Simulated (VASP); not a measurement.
# TmSb2Cl2 (P4/mmm) in VASP: further runs

The runs below take TmSb2Cl2 through single point, with PBE.

All numbers are computed with VASP 6.6.1; they aren't measurements. Logs are shortened: lines on timing, memory, paths and dates and some standing lists are left out, and cuts for length are marked.

## Step 1: The cell of the first run

The structure is tetragonal, space group P4/mmm (No. 123). Conventional cell: a = 4.854 Å, b = 4.854 Å, c = 6.584 Å, α = 90.00°, β = 90.00°, γ = 90.00°. Within 5.0 Å of Tm (site symmetry 4/mmm) lie 8 Cl at 3.78 Å and 8 Sb at 4.09 Å and 4 Tm at 4.85 Å. Sb (site symmetry mmm) has 4 Cl at 2.97 Å and 4 Sb at 3.43 Å within 3.9 Å. Cl (site symmetry 4mm) has 4 Sb at 2.97 Å and 2 Cl at 3.16 to 3.42 Å and 4 Tm at 3.78 Å within 3.9 Å.

The cell was generated, and may not be a known phase.

## Step 2: Single point, PBE

Input file INCAR:

```
SYSTEM = TmSb2Cl2
ALGO = Normal ; EDIFF = 1E-6
ENCUT = 500 ; GGA = PE
GGA_COMPAT = .False. ; ISIF = 2
ISMEAR = 0 ; LASPH = .True.
LCHARG = .False. ; LMAXMIX = 6
LREAL = .False. ; LWAVE = .False.
NBANDS = 24 ; NELM = 200
PREC = Accurate ; SIGMA = 0.1
```

Input file KPOINTS:

```
k-points
0
Gamma
  4 4 4
  0 0 0
```

Input file POSCAR:

```
TmSb2Cl2
1.0
    4.8536531200      0.0000000000      0.0000000000
    0.0000000000      4.8536531200      0.0000000000
    0.0000000000      0.0000000000      6.5838375500
Tm Sb Cl
1 2 2
Direct
    0.0000000000      0.0000000000      0.0000000000
    0.0000000000      0.5000000000      0.5000000000
    0.5000000000      0.0000000000      0.5000000000
    0.5000000000      0.5000000000      0.2399999900
    0.5000000000      0.5000000000      0.7600000100
```

Potentials or basis: VASP PAW PBE potentials, release 64 (Tm_3, Sb, Cl), 4f in core.

Launch:

```bash
$ cat potpaw_PBE.64/Tm_3/POTCAR potpaw_PBE.64/Sb/POTCAR potpaw_PBE.64/Cl/POTCAR > POTCAR
$ mpirun -np 1 vasp_std > vasp.out
```

OUTCAR:

```text
SYSTEM = TmSb2Cl2
   EDIFF = 1E-6
   ENCUT = 500
   GGA = PE
   ISIF = 2
   ISMEAR = 0
   LASPH = .True.
   LREAL = .False.
   NELM = 200
   PREC = Accurate

 ion  position               nearest neighbor table
   1  0.000  0.000  0.000-
   2  0.000  0.500  0.500-   4 2.97   5 2.97   4 2.97   5 2.97   3 3.43   3 3.43   3 3.43   3 3.43

   3  0.500  0.000  0.500-   4 2.97   5 2.97   4 2.97   5 2.97   2 3.43   2 3.43   2 3.43   2 3.43

   4  0.500  0.500  0.240-   2 2.97   3 2.97   3 2.97   2 2.97
   5  0.500  0.500  0.760-   2 2.97   3 2.97   3 2.97   2 2.97

  LATTYP: Found a simple tetragonal cell.
 ALAT       =     4.8536531200
 C/A-ratio  =     1.3564705568

  Lattice vectors:

 A1 = (   4.8536531200,   0.0000000000,   0.0000000000)
 A2 = (   0.0000000000,   4.8536531200,   0.0000000000)
 A3 = (   0.0000000000,   0.0000000000,   6.5838375500)

Analysis of symmetry for initial positions (statically):
=====================================================================
 Subroutine PRICEL returns:
 Original cell was already a primitive cell.

 Routine SETGRP: Setting up the symmetry group for a
 simple tetragonal supercell.

 Subroutine GETGRP returns: Found 16 space group operations
 (whereof 16 operations were pure point group operations)
 out of a pool of 16 trial point group operations.

The static configuration has the point symmetry D_4h.

Analysis of symmetry for dynamics (positions and initial velocities):
=====================================================================
 Subroutine PRICEL returns:
 Original cell was already a primitive cell.

 Routine SETGRP: Setting up the symmetry group for a
 simple tetragonal supercell.

 Subroutine GETGRP returns: Found 16 space group operations
 (whereof 16 operations were pure point group operations)
 out of a pool of 16 trial point group operations.

The dynamic configuration has the point symmetry D_4h.

 Subroutine INISYM returns: Found 16 space group operations
 (whereof 16 operations are pure point group operations),
 and found     1 'primitive' translations

----------------------------------------------------------------------------------------

                                     Primitive cell

  volume of cell :     155.1017

  direct lattice vectors                    reciprocal lattice vectors
     4.853653120  0.000000000  0.000000000     0.206030381  0.000000000  0.000000000
     0.000000000  4.853653120  0.000000000     0.000000000  0.206030381  0.000000000
     0.000000000  0.000000000  6.583837550     0.000000000  0.000000000  0.151887101

  length of vectors
     4.853653120  4.853653120  6.583837550     0.206030381  0.206030381  0.151887101

  position of ions in fractional coordinates (direct lattice)
     0.000000000  0.000000000  0.000000000
     0.000000000  0.500000000  0.500000000
     0.500000000  0.000000000  0.500000000
     0.500000000  0.500000000  0.239999990
     0.500000000  0.500000000  0.760000010

  ion indices of the primitive-cell ions
   primitive index   ion index
                 1           1
                 2           2
                 3           3
                 4           4
                 5           5

----------------------------------------------------------------------------------------

 KPOINTS: k-points

Automatic generation of k-mesh.
 Grid dimensions read from file:
 generate k-points for:    4    4    4

 Generating k-lattice:

  Cartesian coordinates                     Fractional coordinates (reciprocal lattice)
     0.051507595  0.000000000  0.000000000     0.250000000  0.000000000  0.000000000
     0.000000000  0.051507595  0.000000000     0.000000000  0.250000000  0.000000000
     0.000000000  0.000000000  0.037971775     0.000000000  0.000000000  0.250000000

  Length of vectors
     0.051507595  0.051507595  0.037971775

  Shift w.r.t. Gamma in fractional coordinates (k-lattice)
     0.000000000  0.000000000  0.000000000

 Subroutine IBZKPT returns following result:
 ===========================================

 Found     18 irreducible k-points:

 Following reciprocal coordinates:
            Coordinates               Weight
  0.000000  0.000000  0.000000      1.000000
  0.250000  0.000000  0.000000      4.000000
  0.500000  0.000000  0.000000      2.000000
  0.250000  0.250000  0.000000      4.000000
  0.500000  0.250000  0.000000      4.000000
  0.500000  0.500000  0.000000      1.000000
[... 10 lines left out ...]
  0.500000  0.250000  0.500000      4.000000
  0.500000  0.500000  0.500000      1.000000
   k-points           NKPTS =     18   k-points in BZ     NKDIM =     18   number of bands    NBANDS=     24
   number of dos      NEDOS =    301   number of ions     NIONS =      5
   total plane-waves  NPLWV =  62208
   dimension x,y,z NGX =    36 NGY =   36 NGZ =   48
   dimension x,y,z NGXF=    72 NGYF=   72 NGZF=   96
   ions per type =               1   2   2
   NGX,Y,Z   is equivalent  to a cutoff of  12.33, 12.33, 12.12 a.u.
   NGXF,Y,Z  is equivalent  to a cutoff of  24.66, 24.66, 24.24 a.u.
 SYSTEM =  TmSb2Cl2
   PREC   = accura    normal or accurate (medium, high low for compatibility)
   ISTART =      0    job   : 0-new  1-cont  2-samecut
   ICHARG =      2    charge: 1-file 2-atom 10-const
   ISPIN  =      1    spin polarized calculation?
   LNONCOLLINEAR =      F non collinear calculations
   LSORBIT =      F    spin-orbit coupling
   LASPH  =      T    aspherical Exc in radial PAW
   ENCUT  =  500.0 eV  36.75 Ry    6.06 a.u.   8.85  8.85 12.00*2*pi/ulx,y,z
   NELM   =    200;   NELMIN=  2; NELMDL= -5     # of ELM steps
   EDIFF  = 0.1E-05   stopping-criterion for ELM
   LREAL  =      F    real-space projection
   EDIFFG = 0.1E-04   stopping-criterion for IOM
   NSW    =      0    number of steps for IOM
   IBRION =     -1    ionic relax: 0-MD 1-quasi-New 2-CG
   NFREE  =      0    steps in history (QN), initial steepest desc. (CG)
   ISIF   =      2    stress and relaxation
   ISYM   =      2    0-nonsym 1-usesym 2-fastsym
   POTIM  = 0.5000    time-step for ionic-motion
   TEBEG  =    0.0;   TEEND  =   0.0 temperature during run
   PSTRESS=    0.0 pullay stress
   NELECT =      33.0000    total number of electrons
   NUPDOWN=      -1.0000    fix difference up-down
   EMIN   =  10.00;   EMAX   =-10.00  energy-range for DOS
   EFERMI =   0.00;   METHOD = LEGACY
   ISMEAR =     0;   SIGMA  =   0.10  broadening in eV -4-tet -1-fermi 0-gaus
   EFERMI_NEDOS =   21; number of points for ismear=-14 and -15
   IALGO  =     38    algorithm
   IMIX   =      4    mixing-type and parameters
     AMIX     =   0.40;   BMIX     =  1.00
     AMIX_MAG =   1.60;   BMIX_MAG =  1.00
  volume/ion in A,a.u.               =      31.02       209.34
  Fermi-wavevector in a.u.,A,eV,Ry     =   0.977329  1.846883 12.995894  0.955171
  Thomas-Fermi vector in A             =   2.108017
   LORBIT       =      0    0 simple, 1 ext, 2 COOP (PROOUT), +10 PAW based schemes
   GGA     = PE    functional components
   LHFCALC =     F    Hartree Fock is set to
   AEXX    =    0.0000 exact exchange contribution
   IVDW    =     0    specifies the selected vdW correction
   LEPSILON=     F    determine dielectric tensor
   LRPA    =     F    only Hartree local field effects (RPA)
 non-spin polarized calculation
 Gauss-broadening in eV      SIGMA  =   0.10
  energy-cutoff  :      500.00
  volume of cell :      155.10
 maximum number of plane-waves:      3984
 NGX is ok and might be reduce to    36
   NGX = 17   NGY = 17   NGZ = 25

 number of electron      33.0000008 magnetization

 Free energy of the ion-electron system (eV)
  ---------------------------------------------------
  ext. energy  EPLUGINS =         0.00000000
  ---------------------------------------------------
  free energy    TOTEN  =       -15.39156343 eV

  energy without entropy =      -15.36668793  energy(sigma->0) =      -15.37912568

 E-fermi :   4.4980     XC(G=0):  -8.9543

 val. band max:        4.4823293803   @ k =   0.2500   0.2500   0.2500
 cond. band min:       4.5729667067   @ k =   0.5000   0.2500   0.2500
 fundamental gap:      0.0906373264
 Fermi energy:         4.4979654345

 k-point     1 :       0.0000    0.0000    0.0000
  band No.  band energies     occupation
      1     -23.4589      2.00000
      2     -23.4589      2.00000
      3     -23.4020      2.00000
      4     -12.0722      2.00000
      5     -11.4331      2.00000
      6      -5.6670      2.00000
[... 16 lines left out ...]
     23       5.9047      0.00000
     24       6.7236      0.00000

 k-point     2 :       0.2500    0.0000    0.0000
  band No.  band energies     occupation
      1     -23.4614      2.00000
      2     -23.4587      2.00000
      3     -23.4017      2.00000
      4     -12.0279      2.00000
      5     -11.4157      2.00000
      6      -5.5569      2.00000
[... 16 lines left out ...]
     23       6.1719      0.00000
     24       6.3441      0.00000

 k-point     3 :       0.5000    0.0000    0.0000
  band No.  band energies     occupation
      1     -23.4640      2.00000
      2     -23.4585      2.00000
      3     -23.4015      2.00000
      4     -11.9821      2.00000
      5     -11.3980      2.00000
      6      -5.3516      2.00000
[... 16 lines left out ...]
     23       6.4284      0.00000
     24       6.4463      0.00000

 k-point     4 :       0.2500    0.2500    0.0000
  band No.  band energies     occupation
      1     -23.4612      2.00000
      2     -23.4612      2.00000
      3     -23.4015      2.00000
      4     -11.9880      2.00000
      5     -11.3976      2.00000
      6      -5.4404      2.00000
[... 16 lines left out ...]
     23       6.1307      0.00000
     24       6.4419      0.00000

 k-point     5 :       0.5000    0.2500    0.0000
  band No.  band energies     occupation
      1     -23.4637      2.00000
      2     -23.4610      2.00000
      3     -23.4013      2.00000
      4     -11.9469      2.00000
      5     -11.3794      2.00000
      6      -5.2140      2.00000
[... 16 lines left out ...]
     23       6.4082      0.00000
     24       6.8217      0.00000

 k-point     6 :       0.5000    0.5000    0.0000
  band No.  band energies     occupation
      1     -23.4634      2.00000
      2     -23.4634      2.00000
      3     -23.4011      2.00000
      4     -11.9107      2.00000
      5     -11.3605      2.00000
      6      -5.0585      2.00000
[... 16 lines left out ...]
     23       6.9001      0.00000
     24       6.9007      0.00000
[... 217 lines left out ...]
 k-point    15 :       0.5000    0.0000    0.5000
  band No.  band energies     occupation
      1     -23.4640      2.00000
      2     -23.4585      2.00000
      3     -23.4016      2.00000
      4     -11.7575      2.00000
      5     -11.6617      2.00000
      6      -5.2953      2.00000
[... 16 lines left out ...]
     23       6.0631      0.00000
     24       6.3605      0.00000

 k-point    16 :       0.2500    0.2500    0.5000
  band No.  band energies     occupation
      1     -23.4612      2.00000
      2     -23.4612      2.00000
      3     -23.4016      2.00000
      4     -11.7603      2.00000
      5     -11.6648      2.00000
      6      -5.3348      2.00000
[... 16 lines left out ...]
     23       6.0480      0.00000
     24       6.1222      0.00000

 k-point    17 :       0.5000    0.2500    0.5000
  band No.  band energies     occupation
      1     -23.4637      2.00000
      2     -23.4610      2.00000
      3     -23.4014      2.00000
      4     -11.7172      2.00000
      5     -11.6453      2.00000
      6      -5.1767      2.00000
[... 16 lines left out ...]
     23       6.5210      0.00000
     24       6.5475      0.00000

 k-point    18 :       0.5000    0.5000    0.5000
  band No.  band energies     occupation
      1     -23.4634      2.00000
      2     -23.4634      2.00000
      3     -23.4012      2.00000
      4     -11.6757      2.00000
      5     -11.6288      2.00000
      6      -5.0449      2.00000
[... 16 lines left out ...]
     23       6.3325      0.00000
     24       7.2122      0.00000

------------------------ aborting loop because EDIFF is reached ----------------------------------------

  FORCE on cell =-STRESS in cart. coord.  units (eV):
  Direction    XX          YY          ZZ          XY          YZ          ZX
  --------------------------------------------------------------------------------------
  -------------------------------------------------------------------------------------
  Total       -0.9693286     -0.9693286     -4.3876911      0.0000000     -0.0000000      0.0000000
  in kB      -10.0130184    -10.0130184    -45.3241902      0.0000000     -0.0000000      0.0000000
  external PRESSURE =     -21.7834090 kB  Pullay stress =       0.0000000 kB

 VOLUME and BASIS-vectors are now :
 -----------------------------------------------------------------------------
  energy-cutoff  :      500.00
  volume of cell :      155.10
      direct lattice vectors                 reciprocal lattice vectors
     4.853653120  0.000000000  0.000000000     0.206030381  0.000000000  0.000000000
     0.000000000  4.853653120  0.000000000     0.000000000  0.206030381  0.000000000
     0.000000000  0.000000000  6.583837550     0.000000000  0.000000000  0.151887101

 POSITION                                       TOTAL-FORCE (eV/Angst)
 -----------------------------------------------------------------------------------
      0.00000      0.00000      0.00000         0.000000     -0.000000      0.000000
      0.00000      2.42683      3.29192         0.000000     -0.000000      0.000000
      2.42683      0.00000      3.29192         0.000000     -0.000000      0.000000
      2.42683      2.42683      1.58012         0.000000      0.000000     -0.529636
      2.42683      2.42683      5.00372        -0.000000      0.000000      0.529636
 -----------------------------------------------------------------------------------
    total drift:                                0.000000      0.000000     -0.000000

  FREE ENERGIE OF THE ION-ELECTRON SYSTEM (eV)
  ---------------------------------------------------
  free  energy   TOTEN  =       -15.3915634291 eV

  energy  without entropy=      -15.3666879252  energy(sigma->0) =      -15.37912568
```

It took 64 s on 1 thread of Intel Xeon Platinum 8488C (Sapphire Rapids), shared host; peak memory 0.27 GiB.

Results:

* Free energy: -15.3916 eV
* Pressure: -2.2 GPa
* Largest force: 0.530 eV/Å
* Band gap on the k mesh: zero (an odd number of electrons rules out a gap without spin polarisation)

Forces on the atoms (eV/Å):
```
Tm   0.000  0.000  0.000
Sb   0.000  0.000  0.000
Sb   0.000  0.000  0.000
Cl   0.000  0.000 -0.530
Cl   0.000  0.000  0.530
```

Levels at points of the mesh, in eV from the Fermi level:
```tsv
k point	band 15	band 16	band 17	band 18	band 19	band 20
(0.00, 0.00, 0.00)	-1.03	-1.03	-0.63	-0.18	0.24	0.90
(0.50, 0.00, 0.00)	-1.27	-1.03	-0.03	0.25	0.75	0.85
(0.50, 0.50, 0.00)	-0.56	0.59	0.59	0.90	1.73	1.77
(0.00, 0.00, 0.50)	-1.10	-0.86	-0.86	0.78	1.21	1.21
(0.50, 0.00, 0.50)	-1.23	-0.84	-0.33	0.37	0.90	0.95
(0.50, 0.50, 0.50)	-0.74	0.50	1.01	1.01	1.26	1.26
```

Caveat: spin-orbit coupling is left out, which moves the levels of the heavy elements; the 4f electrons are frozen in the core, so they carry no moment and show no levels; an odd number of electrons without spin polarisation forces a metal; a magnetic or distorted state may lie lower; the run has no spin polarisation, though such a crystal can be magnetic.

(Continued in part 2 of 2.)

The gap in the log of VASP goes by the Fermi energy; the results here count the filled bands.